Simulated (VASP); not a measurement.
# LiF (P6_3mc) in VASP: a series of runs, part 3 of 3

VASP 6.6.1.

**6. Single point, PBE (volume 10.370 Å^3 an atom, c/a of the conventional cell 1.3900)**

INCAR reads:

```
  PREC = Accurate
  ENCUT = 520
  EDIFF = 1E-6
  ISMEAR = 0
  SIGMA = 0.05
  LREAL = False
  LASPH = True
  NELM = 80
  ALGO = Normal
  ISIF = 2
  LWAVE = False
  LCHARG = True
  GGA = PE
  LELF = True
  LVHAR = True
  NBANDS = 18
```

KPOINTS reads:

```
Automatic mesh
0
Gamma
  9 9 6
```

POSCAR reads:

```
LiF
1.0
    3.2541226719      0.0000000000      0.0000000000
   -1.6270613359      2.8181529009      0.0000000000
    0.0000000000      0.0000000000      4.5232305139
Li F
2 2
Direct
    0.3333333333      0.6666666667      0.3810713234
    0.6666666667      0.3333333333      0.8810713234
    0.3333333333      0.6666666667      0.9939266766
    0.6666666667      0.3333333333      0.4939266766
```

Potentials or basis: VASP PAW PBE potentials, release 64 (Li_sv, F).

The run is started by

```console
$ cat potpaw_PBE.64/Li_sv/POTCAR potpaw_PBE.64/F/POTCAR > POTCAR
$ mpirun -np 1 vasp_std > vasp.out
```

OUTCAR:

```text
PREC = Accurate
   ENCUT = 520
   EDIFF = 1E-6
   ISMEAR = 0
   LREAL = False
   LASPH = True
   NELM = 80
   ISIF = 2
   GGA = PE

 ion  position               nearest neighbor table
   1  0.333  0.667  0.381-   3 1.75   4 1.95   4 1.95   4 1.95
   2  0.667  0.333  0.881-   4 1.75   3 1.95   3 1.95   3 1.95
   3  0.333  0.667  0.994-   1 1.75   2 1.95   2 1.95   2 1.95
   4  0.667  0.333  0.494-   2 1.75   1 1.95   1 1.95   1 1.95

  LATTYP: Found a hexagonal cell.
 ALAT       =     3.2541226719
 C/A-ratio  =     1.3900000000

  Lattice vectors:

 A1 = (   3.2541226719,   0.0000000000,   0.0000000000)
 A2 = (  -1.6270613359,   2.8181529009,   0.0000000000)
 A3 = (   0.0000000000,   0.0000000000,   4.5232305139)

Analysis of symmetry for initial positions (statically):
=====================================================================
 Subroutine PRICEL returns:
 Original cell was already a primitive cell.

 Routine SETGRP: Setting up the symmetry group for a
 hexagonal supercell.

 Subroutine GETGRP returns: Found 12 space group operations
 (whereof  6 operations were pure point group operations)
 out of a pool of 24 trial point group operations.

The static configuration has the point symmetry C_3v.
 The point group associated with its full space group is C_6v.

Analysis of symmetry for dynamics (positions and initial velocities):
=====================================================================
 Subroutine PRICEL returns:
 Original cell was already a primitive cell.

 Routine SETGRP: Setting up the symmetry group for a
 hexagonal supercell.

 Subroutine GETGRP returns: Found 12 space group operations
 (whereof  6 operations were pure point group operations)
 out of a pool of 24 trial point group operations.

The dynamic configuration has the point symmetry C_3v.
 The point group associated with its full space group is C_6v.

 Subroutine INISYM returns: Found 12 space group operations
 (whereof  6 operations are pure point group operations),
 and found     1 'primitive' translations

----------------------------------------------------------------------------------------

                                     Primitive cell

  volume of cell :      41.4808

  direct lattice vectors                    reciprocal lattice vectors
     3.254122672  0.000000000  0.000000000     0.307302490  0.177421175  0.000000000
    -1.627061336  2.818152901  0.000000000     0.000000000  0.354842351  0.000000000
     0.000000000  0.000000000  4.523230514     0.000000000  0.000000000  0.221080928

  length of vectors
     3.254122672  3.254122672  4.523230514     0.354842351  0.354842351  0.221080928

  position of ions in fractional coordinates (direct lattice)
     0.333333333  0.666666667  0.381071323
     0.666666667  0.333333333  0.881071323
     0.333333333  0.666666667  0.993926677
     0.666666667  0.333333333  0.493926677

  ion indices of the primitive-cell ions
   primitive index   ion index
                 1           1
                 2           2
                 3           3
                 4           4

----------------------------------------------------------------------------------------

 KPOINTS: Automatic mesh

Automatic generation of k-mesh.
 Grid dimensions read from file:
 generate k-points for:    9    9    6

 Generating k-lattice:

  Cartesian coordinates                     Fractional coordinates (reciprocal lattice)
     0.034144721  0.019713464  0.000000000     0.111111111 -0.000000000  0.000000000
     0.000000000  0.039426928  0.000000000     0.000000000  0.111111111  0.000000000
     0.000000000  0.000000000  0.036846821     0.000000000  0.000000000  0.166666667

  Length of vectors
     0.039426928  0.039426928  0.036846821

  Shift w.r.t. Gamma in fractional coordinates (k-lattice)
     0.000000000  0.000000000  0.000000000

 Subroutine IBZKPT returns following result:
 ===========================================

 Found     48 irreducible k-points:

 Following reciprocal coordinates:
            Coordinates               Weight
  0.000000  0.000000  0.000000      1.000000
  0.111111 -0.000000  0.000000      6.000000
  0.222222 -0.000000  0.000000      6.000000
  0.333333  0.000000  0.000000      6.000000
  0.444444 -0.000000  0.000000      6.000000
  0.111111  0.111111  0.000000      6.000000
[... 16 lines left out ...]
  0.333333  0.222222  0.166667     24.000000
  0.333333  0.333333  0.166667      4.000000
 [... further k-points ...]
   k-points           NKPTS =     48   k-points in BZ     NKDIM =     48   number of bands    NBANDS=     18
   number of dos      NEDOS =    301   number of ions     NIONS =      4
   total plane-waves  NPLWV =  20736
   dimension x,y,z NGX =    24 NGY =   24 NGZ =   36
   dimension x,y,z NGXF=    48 NGYF=   48 NGZF=   72
   ions per type =               2   2
   NGX,Y,Z   is equivalent  to a cutoff of  12.26, 12.26, 13.23 a.u.
   NGXF,Y,Z  is equivalent  to a cutoff of  24.52, 24.52, 26.46 a.u.
 SYSTEM =  unknown system
   PREC   = accura    normal or accurate (medium, high low for compatibility)
   ISTART =      0    job   : 0-new  1-cont  2-samecut
   ICHARG =      2    charge: 1-file 2-atom 10-const
   ISPIN  =      1    spin polarized calculation?
   LNONCOLLINEAR =      F non collinear calculations
   LSORBIT =      F    spin-orbit coupling
   LASPH  =      T    aspherical Exc in radial PAW
   ENCUT  =  520.0 eV  38.22 Ry    6.18 a.u.   6.05  6.05  8.41*2*pi/ulx,y,z
   NELM   =     80;   NELMIN=  2; NELMDL= -5     # of ELM steps
   EDIFF  = 0.1E-05   stopping-criterion for ELM
   LREAL  =      F    real-space projection
   EDIFFG = 0.1E-04   stopping-criterion for IOM
   NSW    =      0    number of steps for IOM
   IBRION =     -1    ionic relax: 0-MD 1-quasi-New 2-CG
   NFREE  =      0    steps in history (QN), initial steepest desc. (CG)
   ISIF   =      2    stress and relaxation
   ISYM   =      2    0-nonsym 1-usesym 2-fastsym
   POTIM  = 0.5000    time-step for ionic-motion
   TEBEG  =    0.0;   TEEND  =   0.0 temperature during run
   PSTRESS=    0.0 pullay stress
   NELECT =      20.0000    total number of electrons
   NUPDOWN=      -1.0000    fix difference up-down
   EMIN   =  10.00;   EMAX   =-10.00  energy-range for DOS
   EFERMI =   0.00;   METHOD = LEGACY
   ISMEAR =     0;   SIGMA  =   0.05  broadening in eV -4-tet -1-fermi 0-gaus
   EFERMI_NEDOS =   21; number of points for ismear=-14 and -15
   IALGO  =     38    algorithm
   IMIX   =      4    mixing-type and parameters
     AMIX     =   0.40;   BMIX     =  1.00
     AMIX_MAG =   1.60;   BMIX_MAG =  1.00
  volume/ion in A,a.u.               =      10.37        69.98
  Fermi-wavevector in a.u.,A,eV,Ry     =   1.283716  2.425872 22.421420  1.647928
  Thomas-Fermi vector in A             =   2.415953
   LORBIT       =      0    0 simple, 1 ext, 2 COOP (PROOUT), +10 PAW based schemes
   GGA     = PE    functional components
   LHFCALC =     F    Hartree Fock is set to
   AEXX    =    0.0000 exact exchange contribution
   IVDW    =     0    specifies the selected vdW correction
   LEPSILON=     F    determine dielectric tensor
   LRPA    =     F    only Hartree local field effects (RPA)
 non-spin polarized calculation
 Gauss-broadening in eV      SIGMA  =   0.05
  energy-cutoff  :      520.00
  volume of cell :       41.48
 maximum number of plane-waves:      1137
   NGX = 13   NGY = 13   NGZ = 17

 number of electron      20.0000026 magnetization

 Free energy of the ion-electron system (eV)
  ---------------------------------------------------
  ext. energy  EPLUGINS =         0.00000000
  ---------------------------------------------------
  free energy    TOTEN  =       -19.18840041 eV

  energy without entropy =      -19.18840041  energy(sigma->0) =      -19.18840041

 E-fermi :  -2.3946     XC(G=0):  -8.6307

 val. band max:       -2.5985489821   @ k =   0.0000   0.0000   0.0000
 cond. band min:       4.8797458177   @ k =   0.0000   0.0000   0.0000
 fundamental gap:      7.4782947997
 Fermi energy:        -2.3946162133

 k-point     1 :       0.0000    0.0000    0.0000
  band No.  band energies     occupation
      1     -43.2393      2.00000
      2     -43.1904      2.00000
      3     -22.0406      2.00000
      4     -21.7464      2.00000
      5      -4.7003      2.00000
      6      -3.2841      2.00000
[... 10 lines left out ...]
     17      15.8678      0.00000
     18      19.4780      0.00000
[... 466 lines left out ...]
      2     -43.2019      2.00000
      3     -21.8309      2.00000
      4     -21.8309      2.00000
      5      -4.5521      2.00000
      6      -3.8896      2.00000
[... 10 lines left out ...]
     17      15.9508      0.00000
     18      17.8370      0.00000

 [... further k-points ...]
[... 5 lines left out ...]
  --------------------------------------------------------------------------------------
  -------------------------------------------------------------------------------------
  Total       -0.7903327     -0.7903327      2.1257660     -0.0000000      0.0000000      0.0000000
  in kB      -30.5262400    -30.5262400     82.1067481     -0.0000000      0.0000000      0.0000000
  external PRESSURE =       7.0180894 kB  Pullay stress =       0.0000000 kB

 VOLUME and BASIS-vectors are now :
 -----------------------------------------------------------------------------
  energy-cutoff  :      520.00
  volume of cell :       41.48
      direct lattice vectors                 reciprocal lattice vectors
     3.254122672  0.000000000  0.000000000     0.307302490  0.177421175  0.000000000
    -1.627061336  2.818152901  0.000000000     0.000000000  0.354842351  0.000000000
     0.000000000  0.000000000  4.523230514     0.000000000  0.000000000  0.221080928

 POSITION                                       TOTAL-FORCE (eV/Angst)
 -----------------------------------------------------------------------------------
     -0.00000      1.87877      1.72367        -0.000000     -0.000000      0.609599
      1.62706      0.93938      3.98529         0.000000     -0.000000      0.609599
     -0.00000      1.87877      4.49576         0.000000     -0.000000     -0.609599
      1.62706      0.93938      2.23414         0.000000      0.000000     -0.609599
 -----------------------------------------------------------------------------------
    total drift:                               -0.000000     -0.000000      0.001519

  FREE ENERGIE OF THE ION-ELECTRON SYSTEM (eV)
  ---------------------------------------------------
  free  energy   TOTEN  =       -19.1884004053 eV

  energy  without entropy=      -19.1884004053  energy(sigma->0) =      -19.18840041
```

OSZICAR:

```text
N       E                     dE             d eps       ncg     rms          rms(c)
DAV:   1     0.122007969214E+03    0.12201E+03   -0.10848E+04  1728   0.121E+03
DAV:   2    -0.995306811808E+01   -0.13196E+03   -0.12884E+03  2014   0.297E+02
DAV:   3    -0.205698754914E+02   -0.10617E+02   -0.10557E+02  3192   0.630E+01
DAV:   4    -0.206650276529E+02   -0.95152E-01   -0.94998E-01  2142   0.739E+00
DAV:   5    -0.206662330782E+02   -0.12054E-02   -0.12050E-02  2258   0.676E-01    0.742E+00
DAV:   6    -0.191329483195E+02    0.15333E+01   -0.42008E+00  1820   0.154E+01    0.232E+00
DAV:   7    -0.191525279408E+02   -0.19580E-01   -0.12066E-01  2012   0.242E+00    0.151E+00
DAV:   8    -0.191880986467E+02   -0.35571E-01   -0.64952E-02  1888   0.246E+00    0.376E-01
DAV:   9    -0.191871709349E+02    0.92771E-03   -0.71004E-03  2366   0.712E-01    0.105E-01
DAV:  10    -0.191884085091E+02   -0.12376E-02   -0.15735E-03  1892   0.274E-01    0.496E-02
DAV:  11    -0.191883943499E+02    0.14159E-04   -0.77925E-05  2214   0.814E-02    0.783E-03
DAV:  12    -0.191884008050E+02   -0.64550E-05   -0.88985E-06  1896   0.242E-02    0.381E-03
DAV:  13    -0.191884004053E+02    0.39970E-06   -0.59420E-07  1918   0.615E-03
   1 F= -.19188400E+02 E0= -.19188400E+02  d E =-.351034E-11
```

stdout:

```text
POSCAR found type information on POSCAR LiF
 POSCAR found :  2 types and       4 ions
 scaLAPACK will be used
 LDA part: xc-table for (Slater+PW92), standard interpolation
 POSCAR, INCAR and KPOINTS ok, starting setup
 FFT: planning ... GRIDC
 FFT: planning ... GRID_SOFT
 FFT: planning ... GRID
 WAVECAR not read
 entering main loop
```

Wall time 12 s (1 thread of Intel Xeon 6975P-C (Granite Rapids), shared host); peak memory 0.16 GiB.

What came out:

```
Free energy            : -19.1884 eV
Largest force          : 0.610 eV/Å
Band gap on the k mesh : 7.48 eV, direct
```

Forces on the atoms (eV/Å):
```
Li   0.000  0.000  0.610
Li   0.000  0.000  0.610
F    0.000  0.000 -0.610
F    0.000  0.000 -0.610
```

Levels at points of the mesh, in eV from the valence-band top:
```tsv
k point	band 7	band 8	band 9	band 10	band 11	band 12	band 13	band 14
(0.00, 0.00, 0.00)	-0.69	-0.21	-0.21	0.00	7.48	12.42	15.49	17.28
(0.00, 0.00, 0.50)	-0.45	-0.45	-0.45	-0.45	9.31	9.31	17.50	17.50
```

Caveat: the cutoff is under 1.25 times the usual one of these potentials, so pressure, stress and relaxed cells hold a basis-set (Pulay) error.

**7. The runs side by side**

| cell | gap on the mesh (eV) | largest force (eV/Å) |
| --- | --- | --- |
| a = 3.187, b = 3.187, c = 5.471 Å, angles 90.0, 90.0, 120.0°, 4 atoms | 6.94 | 0.05 |
| a = 3.385, b = 3.385, c = 4.849 Å, angles 90.0, 90.0, 120.0°, 4 atoms | 6.82 | 0.16 |
| a = 3.003, b = 3.003, c = 5.312 Å, angles 90.0, 90.0, 120.0°, 4 atoms | 7.60 | 0.25 |
| a = 3.189, b = 3.189, c = 4.709 Å, angles 90.0, 90.0, 120.0°, 4 atoms | 7.53 | 0.24 |
| a = 3.254, b = 3.254, c = 4.523 Å, angles 90.0, 90.0, 120.0°, 4 atoms | 7.48 | 0.61 |

Alike in all rows: task single point; level PBE; potentials or basis VASP PAW PBE potentials, release 64 (Li_sv, F); no spin polarisation; k mesh 9 × 9 × 6; cutoff (eV) 520; smearing gaussian 0.05 eV.

Caveats: the cutoff is under 1.25 times the usual one of these potentials, so pressure, stress and relaxed cells hold a basis-set (Pulay) error.

Total energies depend on the potentials used, so only differences within one code and one set of settings carry meaning.
